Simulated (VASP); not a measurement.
# TiSi2 (P6/mmm) in VASP: a series of runs

TiSi2 is run at these levels: PBE, LDA; tasks: single point.

All numbers are computed with VASP 6.6.1; they aren't measurements. Logs are shortened: lines on timing, memory, paths and dates and some standing lists are left out, and cuts for length are marked.

### 1 The cell of the first run

It takes space group P6/mmm (No. 191, hexagonal). The conventional cell has a = 4.375 Å, b = 4.375 Å, c = 2.561 Å, α = 90.00°, β = 90.00°, γ = 120.00°. Ti (site symmetry 6/mmm) has 2 Ti at 2.56 Å and 12 Si at 2.83 Å within 3.4 Å. Si (site symmetry -6m2) has 5 Si at 2.53 to 2.56 Å and 6 Ti at 2.83 Å within 3.3 Å.

### 2 Single point, PBE

Contents of INCAR:

```
SYSTEM = TiSi2
PREC = Accurate
ENCUT = 520
EDIFF = 1E-6
ISMEAR = -1
SIGMA = 0.05
LREAL = .FALSE.
LASPH = .TRUE.
NELM = 100
ALGO = Normal
ISIF = 2
LWAVE = .FALSE.
LCHARG = .FALSE.
GGA = PE
NBANDS = 17
```

Contents of KPOINTS:

```
Automatic mesh
0
G
  3 3 4
  0 0 0
```

Contents of POSCAR:

```
TiSi2
1.0
    4.3746400000      0.0000000000      0.0000000000
   -2.1873200000      3.7885500000      0.0000000000
    0.0000000000      0.0000000000      2.5610100000
Ti Si
1 2
Direct
    0.0000000000      0.0000000000      0.0000000000
    0.3333300000      0.6666700000      0.5000000000
    0.6666700000      0.3333300000      0.5000000000
```

Potentials or basis: VASP PAW PBE potentials, release 64 (Ti_sv, Si).

Started as:

```sh
$ cat potpaw_PBE.64/Ti_sv/POTCAR potpaw_PBE.64/Si/POTCAR > POTCAR
$ mpirun -np 1 vasp_std > vasp.out
```

OUTCAR:

```text
SYSTEM = TiSi2
   PREC = Accurate
   ENCUT = 520
   EDIFF = 1E-6
   ISMEAR = -1
   LREAL = .FALSE.
   LASPH = .TRUE.
   NELM = 100
   ISIF = 2
   GGA = PE

 ion  position               nearest neighbor table
   1  0.000  0.000  0.000-   2 2.83   3 2.83   2 2.83   3 2.83   3 2.83   3 2.83   2 2.83   2 2.83
                             3 2.83   3 2.83   2 2.83   2 2.83
   2  0.333  0.667  0.500-   3 2.53   3 2.53   3 2.53   1 2.83   1 2.83   1 2.83   1 2.83   1 2.83
                             1 2.83
   3  0.667  0.333  0.500-   2 2.53   2 2.53   2 2.53   1 2.83   1 2.83   1 2.83   1 2.83   1 2.83
                             1 2.83

  LATTYP: Found a hexagonal cell.
 ALAT       =     4.3746400000
 C/A-ratio  =     0.5854218861

  Lattice vectors:

 A1 = (   4.3746400000,   0.0000000000,   0.0000000000)
 A2 = (  -2.1873200000,   3.7885500000,   0.0000000000)
 A3 = (   0.0000000000,   0.0000000000,   2.5610100000)

Analysis of symmetry for initial positions (statically):
=====================================================================
 Subroutine PRICEL returns:
 Original cell was already a primitive cell.

 Routine SETGRP: Setting up the symmetry group for a
 hexagonal supercell.

 Subroutine GETGRP returns: Found  8 space group operations
 (whereof  8 operations were pure point group operations)
 out of a pool of 24 trial point group operations.

The static configuration has the point symmetry D_2h.

Analysis of symmetry for dynamics (positions and initial velocities):
=====================================================================
 Subroutine PRICEL returns:
 Original cell was already a primitive cell.

 Routine SETGRP: Setting up the symmetry group for a
 hexagonal supercell.

 Subroutine GETGRP returns: Found  8 space group operations
 (whereof  8 operations were pure point group operations)
 out of a pool of 24 trial point group operations.

The dynamic configuration has the point symmetry D_2h.

 Subroutine INISYM returns: Found  8 space group operations
 (whereof  8 operations are pure point group operations),
 and found     1 'primitive' translations

----------------------------------------------------------------------------------------

                                     Primitive cell

  volume of cell :      42.4450

[... 73 lines left out ...]
   LSORBIT =      F    spin-orbit coupling
   LASPH  =      T    aspherical Exc in radial PAW
   ENCUT  =  520.0 eV  38.22 Ry    6.18 a.u.   8.13  8.13  4.76*2*pi/ulx,y,z
   NELM   =    100;   NELMIN=  2; NELMDL= -5     # of ELM steps
   EDIFF  = 0.1E-05   stopping-criterion for ELM
   LREAL  =      F    real-space projection
   EDIFFG = 0.1E-04   stopping-criterion for IOM
   NSW    =      0    number of steps for IOM
   IBRION =     -1    ionic relax: 0-MD 1-quasi-New 2-CG
   NFREE  =      0    steps in history (QN), initial steepest desc. (CG)
   ISIF   =      2    stress and relaxation
   ISYM   =      2    0-nonsym 1-usesym 2-fastsym
   POTIM  = 0.5000    time-step for ionic-motion
   TEBEG  =    0.0;   TEEND  =   0.0 temperature during run
   PSTRESS=    0.0 pullay stress
   NELECT =      20.0000    total number of electrons
   NUPDOWN=      -1.0000    fix difference up-down
   EMIN   =  10.00;   EMAX   =-10.00  energy-range for DOS
   EFERMI =   0.00;   METHOD = LEGACY
   ISMEAR =    -1;   SIGMA  =   0.05  broadening in eV -4-tet -1-fermi 0-gaus
   EFERMI_NEDOS =   21; number of points for ismear=-14 and -15
   IALGO  =     38    algorithm
   IMIX   =      4    mixing-type and parameters
     AMIX     =   0.40;   BMIX     =  1.00
     AMIX_MAG =   1.60;   BMIX_MAG =  1.00
  volume/ion in A,a.u.               =      14.15        95.48
  Fermi-wavevector in a.u.,A,eV,Ry     =   1.273921  2.407362 22.080564  1.622876
  Thomas-Fermi vector in A             =   2.406718
   LORBIT       =      0    0 simple, 1 ext, 2 COOP (PROOUT), +10 PAW based schemes
   GGA     = PE    functional components
   LHFCALC =     F    Hartree Fock is set to
   AEXX    =    0.0000 exact exchange contribution
   IVDW    =     0    specifies the selected vdW correction
   LEPSILON=     F    determine dielectric tensor
   LRPA    =     F    only Hartree local field effects (RPA)
 non-spin polarized calculation
  energy-cutoff  :      520.00
  volume of cell :       42.45
 maximum number of plane-waves:      1150
 NGX is ok and might be reduce to    36
   NGX = 17   NGY = 17   NGZ =  9

 number of electron      20.0000000 magnetization

 Free energy of the ion-electron system (eV)
  ---------------------------------------------------
  ext. energy  EPLUGINS =         0.00000000
  ---------------------------------------------------
  free energy    TOTEN  =       -19.39194407 eV

  energy without entropy =      -19.38105121  energy(sigma->0) =      -19.38649764

 E-fermi :  10.5530     XC(G=0): -11.6763

 val. band max:       10.5178648523   @ k =   0.3333   0.0000   0.5000
 cond. band min:      10.9659263603   @ k =   0.3333   0.3333   0.2500
 fundamental gap:      0.4480615080
 Fermi energy:        10.5529702381

 k-point     1 :       0.0000    0.0000    0.0000
  band No.  band energies     occupation
      1     -46.2138      2.00000
      2     -22.5002      2.00000
      3     -22.5002      2.00000
      4     -21.9397      2.00000
      5      -2.6153      2.00000
      6       5.3464      2.00000
[... 217 lines left out ...]
      4     -22.3645      2.00000
      5       3.8127      2.00000
      6       3.8129      2.00000
[... 9 lines left out ...]
     16      16.1678      0.00000
     17      16.7385      0.00000

------------------------ aborting loop because EDIFF is reached ----------------------------------------

  FORCE on cell =-STRESS in cart. coord.  units (eV):
  Direction    XX          YY          ZZ          XY          YZ          ZX
  --------------------------------------------------------------------------------------
  -------------------------------------------------------------------------------------
  Total       -1.9625826     -1.9621679      2.7585012      0.0003597      0.0000000      0.0000000
  in kB      -74.0818657    -74.0662132    104.1255106      0.0135767      0.0000000      0.0000000
  external PRESSURE =     -14.6741894 kB  Pullay stress =       0.0000000 kB

 VOLUME and BASIS-vectors are now :
 -----------------------------------------------------------------------------
  energy-cutoff  :      520.00
  volume of cell :       42.45
      direct lattice vectors                 reciprocal lattice vectors
     4.374640000  0.000000000  0.000000000     0.228590238  0.131976614  0.000000000
    -2.187320000  3.788550000  0.000000000     0.000000000  0.263953227  0.000000000
     0.000000000  0.000000000  2.561010000     0.000000000  0.000000000  0.390470947

 POSITION                                       TOTAL-FORCE (eV/Angst)
 -----------------------------------------------------------------------------------
      0.00000      0.00000      0.00000         0.000000      0.000000      0.000000
     -0.00002      2.52571      1.28051         0.000235     -0.000136      0.000000
      2.18734      1.26284      1.28051        -0.000235      0.000136      0.000000
 -----------------------------------------------------------------------------------
    total drift:                                0.000000     -0.000000     -0.000000

  FREE ENERGIE OF THE ION-ELECTRON SYSTEM (eV)
  ---------------------------------------------------
  free  energy   TOTEN  =       -19.3919440683 eV

  energy  without entropy=      -19.3810512089  energy(sigma->0) =      -19.38649764
```

Run time: 7 s. Hardware: 1 thread of Intel Xeon Platinum 8488C (Sapphire Rapids), shared host; peak memory 0.16 GiB.

Results:

- Free energy: -19.3919 eV
- Pressure: -1.5 GPa
- Band gap on the k mesh: zero (bands 10 and 11 overlap by 2.03 eV)

Stress tensor (GPa, compression positive):
```
-7.41  0.00  0.00
 0.00 -7.41  0.00
 0.00  0.00 10.41
```

Caveat: the k points lie up to 0.61 Å⁻¹ apart, too coarse for converged energies and pressures of a metal.

[end of part 1 of 2]
